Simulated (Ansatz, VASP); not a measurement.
## Two plane-wave programs on Be

```
Be
1.0
     2.11330    0.00000    0.00000
     0.00000    2.11330    0.00000
     0.00000    0.00000    2.11330
Be
1
Cartesian
  0.0000 0.0000 0.0000
```

Alike in both runs: task single point; functional PBE; k mesh 16 × 16 × 16; occupations fermi-dirac, width 0.1 eV; no spin polarisation.

|  | VASP | Ansatz |
| --- | --- | --- |
| version | VASP 6.6.1 | Ansatz 0.2.0 |
| potentials or method | VASP PAW PBE potentials, release 64 (Be), cutoff 520 eV | plane waves (420 eV) with PAW, scalar-relativistic |
| valence electrons in the cell | 2 | 2 |

```tsv
	VASP	Ansatz	Ansatz less VASP
pressure (GPa)	7.5	7.4	-0.09
```
